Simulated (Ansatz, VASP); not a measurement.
Mg3CdS2: VASP beside Ansatz

File INCAR:

```
SYSTEM = Mg3CdS2
PREC = Accurate ; ENCUT = 520
EDIFF = 1E-6 ; ISMEAR = 0
SIGMA = 0.1 ; LREAL = .FALSE.
LASPH = .TRUE. ; NELM = 80
ALGO = Normal ; ISIF = 2
LWAVE = .FALSE. ; LCHARG = .TRUE.
GGA = PE ; LELF = .TRUE.
LVHAR = .TRUE. ; NBANDS = 24
```

The input KPOINTS:

```
regular mesh
0
G
  3 3 4
  0 0 0
```

The input POSCAR:

```
Mg3CdS2
1.0
    5.7878139000      0.0000000000      0.0000000000
   -2.8939069500      5.0123938700      0.0000000000
    0.0000000000      0.0000000000      4.2747729100
Mg Cd S
3 1 2
Direct
    0.0000000000      0.5000000000      0.9950230700
    0.5000000000      0.0000000000      0.9950230700
    0.5000000000      0.5000000000      0.9950230700
    0.0000000000      0.0000000000      0.1926302600
    0.6666666700      0.3333333300      0.4961477200
    0.3333333300      0.6666666700      0.4961477200
```

Input for Ansatz:

```yaml
crystal:
  lattice:
    - [5.7878139, 0.0, 0.0]
    - [-2.89390695, 5.01239387, 0.0]
    - [0.0, 0.0, 4.27477291]
  atoms:
    - { symbol: Mg, position: [0.0, 0.5, 0.99502307] }
    - { symbol: Mg, position: [0.5, 0.0, 0.99502307] }
    - { symbol: Mg, position: [0.5, 0.5, 0.99502307] }
    - { symbol: Cd, position: [0.0, 0.0, 0.19263026] }
    - { symbol: S, position: [0.66666667, 0.33333333, 0.49614772] }
    - { symbol: S, position: [0.33333333, 0.66666667, 0.49614772] }
basis:
  ecutwfc: 420
kpoints:
  mp_grid: { grid: [3, 3, 4] }
hamiltonian:
  xc: pbe
scf:
  occupations: { method: gaussian, width: 0.1 }
  lower_state_search: "off"
output:
  forces: true
  stress: true
  eigenvalues: true
```

Change from the starting cell: species swapped into the NaSn2Pd3 type (P6mm, No. 183).

Alike in both runs: task single point; functional PBE; k mesh 3 × 3 × 4; occupations gaussian, width 0.1 eV; no spin polarisation.

```csv
,VASP,Ansatz
version,VASP 6.6.1,Ansatz 0.2.0
potentials or method,"VASP PAW PBE potentials, release 64 (Mg, Cd, S), cutoff 520 eV","scalar-relativistic, plane waves, PAW"
valence electrons in the cell,30,62
```

|  | VASP | Ansatz | Ansatz less VASP |
| --- | --- | --- | --- |
| gap on the k mesh at the Fermi level (eV) | none | none | - |
| pressure (GPa) | 2.5 | 2.7 | +0.14 |
| traceless stress, the component that is largest in VASP (GPa) | -12.60 | -12.56 | +0.033 |
| rms of the force components (eV/Å) | 0.198 | 0.196 | -0.0019 |

Atom by atom the forces differ by 0.002 eV/Å (rms over components). A gap of «none» marks a metal or a gap that the smearing closes. VASP's potentials hold 30 valence electrons a cell and Ansatz's 62, so a difference there can come from the potentials and not from the codes.

The k mesh is coarse, so the values compare programs but aren't converged.
